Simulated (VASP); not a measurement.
# WC (P-6m2) in VASP: further runs, part 3 of 3

VASP 6.6.1. Earlier steps stand in the parts before.

## 5. Electric field gradients, PBEsol (volume scaled by 0.99)

The input, INCAR:

```
SYSTEM = WC
  ALGO = Normal
  EDIFF = 1E-8
  ENCUT = 520
  GGA = PS
  ISIF = 2
  ISMEAR = -1
  LASPH = .TRUE.
  LCHARG = .FALSE.
  LEFG = .TRUE.
  LREAL = .FALSE.
  LWAVE = .FALSE.
  NBANDS = 16
  NELM = 100
  PREC = Accurate
  SIGMA = 0.05
```

The input, KPOINTS:

```
k-points
0
G
  14 14 13
  0 0 0
```

The input, POSCAR:

```
WC
1.0
    2.8908006898      0.0000000000      0.0000000000
   -1.4454003449      2.5035068347      0.0000000000
    0.0000000000      0.0000000000      2.8195383909
W C
1 1
Direct
    0.0000000000      0.0000000000      0.0000000000
    0.6666666667      0.3333333333      0.5000000000
```

Potentials or basis: VASP PAW PBE potentials, release 64 (W_sv, C).

Started as:

```console
> cat potpaw_PBE.64/W_sv/POTCAR potpaw_PBE.64/C/POTCAR > POTCAR
> mpirun -np 1 vasp_std > vasp.out
```

OUTCAR:

```text
SYSTEM = WC
   EDIFF = 1E-8
   ENCUT = 520
   GGA = PS
   ISIF = 2
   ISMEAR = -1
   LASPH = .TRUE.
   LREAL = .FALSE.
   NELM = 100
   PREC = Accurate

 ion  position               nearest neighbor table
   1  0.000  0.000  0.000-   2 2.18   2 2.18   2 2.18   2 2.18   2 2.18   2 2.18
   2  0.667  0.333  0.500-   1 2.18   1 2.18   1 2.18   1 2.18   1 2.18   1 2.18

  LATTYP: Found a hexagonal cell.
 ALAT       =     2.8908006898
 C/A-ratio  =     0.9753485949

  Lattice vectors:

 A1 = (   2.8908006898,   0.0000000000,   0.0000000000)
 A2 = (  -1.4454003449,   2.5035068347,   0.0000000000)
 A3 = (   0.0000000000,   0.0000000000,   2.8195383909)

Analysis of symmetry for initial positions (statically):
=====================================================================
 Subroutine PRICEL returns:
 Original cell was already a primitive cell.

 Routine SETGRP: Setting up the symmetry group for a
 hexagonal supercell.
[... 645 lines left out ...]
  volume of cell :       20.41
      direct lattice vectors                 reciprocal lattice vectors
     2.890800690  0.000000000  0.000000000     0.345924921  0.199719846  0.000000000
    -1.445400345  2.503506835  0.000000000     0.000000000  0.399439692  0.000000000
     0.000000000  0.000000000  2.819538391     0.000000000  0.000000000  0.354667985

 POSITION                                       TOTAL-FORCE (eV/Angst)
 -----------------------------------------------------------------------------------
      0.00000      0.00000      0.00000         0.000000      0.000000      0.000000
      1.44540      0.83450      1.40977        -0.000000     -0.000000      0.000000
 -----------------------------------------------------------------------------------
    total drift:                                0.000000     -0.000000      0.000000

  FREE ENERGIE OF THE ION-ELECTRON SYSTEM (eV)
  ---------------------------------------------------
  free  energy   TOTEN  =       -23.8975970684 eV

  energy  without entropy=      -23.8949904834  energy(sigma->0) =      -23.89629378

 Electric field gradients (V/A^2)
---------------------------------------------------------------------
 ion       V_xx      V_yy      V_zz      V_xy      V_xz      V_yz
---------------------------------------------------------------------
   1      73.049    73.050  -146.099     0.000    -0.000    -0.000
   2       0.083     0.083    -0.166     0.000    -0.000    -0.000
---------------------------------------------------------------------

 Electric field gradients after diagonalization (V/A^2)
 (convention: |V_zz| > |V_xx| > |V_yy|)
----------------------------------------------------------------------
 ion       V_xx      V_yy      V_zz     asymmetry (V_yy - V_xx)/ V_zz
----------------------------------------------------------------------
   1      73.050    73.049  -146.099       0.000
   2       0.083     0.082    -0.166       0.005
----------------------------------------------------------------------

           NMR quadrupolar parameters

 Cq : quadrupolar parameter    Cq=e*Q*V_zz/h
 eta: asymmetry parameters     (V_yy - V_xx)/ V_zz
 Q  : nuclear electric quadrupole moment in mb (millibarn)
----------------------------------------------------------------------
 ion       Cq(MHz)       eta       Q (mb)
----------------------------------------------------------------------
   1      -0.353       0.000       1.000
   2      -0.000       0.005       1.000
----------------------------------------------------------------------
```

OSZICAR:

```text
N       E                     dE             d eps       ncg     rms          rms(c)
DAV:   1     0.108753354262E+03    0.10875E+03   -0.94408E+03  5392   0.126E+03
DAV:   2    -0.236040506864E+02   -0.13236E+03   -0.12816E+03  6344   0.339E+02
DAV:   3    -0.267855995367E+02   -0.31815E+01   -0.31700E+01  5968   0.499E+01
DAV:   4    -0.268015533086E+02   -0.15954E-01   -0.15953E-01  6984   0.396E+00
DAV:   5    -0.268016652929E+02   -0.11198E-03   -0.11198E-03  6016   0.316E-01    0.342E+01
DAV:   6    -0.239927359482E+02    0.28089E+01   -0.52503E+00  6552   0.249E+01    0.963E+00
DAV:   7    -0.239307718325E+02    0.61964E-01   -0.36904E-01  5584   0.466E+00    0.649E+00
DAV:   8    -0.238987318373E+02    0.32040E-01   -0.60488E-02  6096   0.195E+00    0.940E-01
DAV:   9    -0.238977407722E+02    0.99107E-03   -0.28054E-03  6016   0.388E-01    0.113E-01
DAV:  10    -0.238975989178E+02    0.14185E-03   -0.28734E-04  6560   0.201E-01    0.506E-02
DAV:  11    -0.238975978682E+02    0.10496E-05   -0.15167E-05  6144   0.362E-02    0.817E-03
DAV:  12    -0.238975971224E+02    0.74581E-06   -0.23618E-06  6064   0.123E-02    0.938E-04
DAV:  13    -0.238975970908E+02    0.31609E-07   -0.10611E-07  6304   0.271E-03    0.328E-04
DAV:  14    -0.238975970715E+02    0.19341E-07   -0.15187E-09  3664   0.375E-04    0.446E-05
DAV:  15    -0.238975970684E+02    0.30473E-08   -0.10383E-10  2928   0.116E-04
   1 F= -.23897597E+02 E0= -.23896294E+02  d E =-.260658E-02
```

stdout:

```text
POSCAR found type information on POSCAR W C
 POSCAR found :  2 types and       2 ions
 scaLAPACK will be used
 -----------------------------------------------------------------------------
|                                                                             |
|                                                                             |
|     You enforced a specific xc type in the INCAR file but a different       |
|     I HOPE YOU KNOW WHAT YOU ARE DOING!                                     |
|                                                                             |
 -----------------------------------------------------------------------------

 LDA part: xc-table for (Slater+PW92), standard interpolation
 POSCAR, INCAR and KPOINTS ok, starting setup
 FFT: planning ... GRIDC
 FFT: planning ... GRID_SOFT
 FFT: planning ... GRID
 WAVECAR not read
 entering main loop
ion   1

ion   2
```

Run time: 50 s. Hardware: 1 thread of Intel Xeon Platinum 8259CL at 2.50GHz (Skylake/Cascade Lake), shared host; peak memory 0.18 GiB.

Results:

| Quantity | Value |
| --- | --- |
| Free energy | -23.8976 eV |
| Pressure | 4.8 GPa |
| Band gap on the k mesh | zero (band 9 reaches 11.94 eV, above the bottom of band 10 at 10.58 eV) |

Electric field gradients, principal values (V/Å²):
```csv
atom,least,middle,greatest (by size)
1 W,73.049,73.050,-146.099
2 C,0.082,0.083,-0.166
```

Caveat: without QUAD_EFG the Cq values of the log hold for a quadrupole moment of 1 mb, not for the nuclei; the PAW data sets were made with another functional, which shifts forces and pressure a little; spin-orbit coupling is left out, which moves the levels of the heavy elements.

## 6. Overview

| cell | gap on the mesh (eV) | pressure (GPa) |
| --- | --- | --- |
| a = 2.861, b = 2.861, c = 2.791 Å, angles 90.0, 90.0, 120.0°, 2 atoms | none | 18.9 |
| a = 2.842, b = 2.842, c = 2.829 Å, angles 90.0, 90.0, 120.0°, 2 atoms | none | 17.9 |
| a = 2.881, b = 2.881, c = 2.810 Å, angles 90.0, 90.0, 120.0°, 2 atoms | none | 9.3 |
| a = 2.891, b = 2.891, c = 2.820 Å, angles 90.0, 90.0, 120.0°, 2 atoms | none | 4.8 |

Alike in all rows: task electric field gradients; level PBEsol; potentials or basis VASP PAW PBE potentials, release 64 (W_sv, C); no spin polarisation; k mesh 14 × 14 × 13; cutoff (eV) 520; smearing fermi-dirac 0.05 eV.

Caveats: the PAW data sets were made with another functional, which shifts forces and pressure a little; spin-orbit coupling is left out, which moves the levels of the heavy elements.

Total energies depend on the potentials used, so only differences within one code and one set of settings carry meaning.
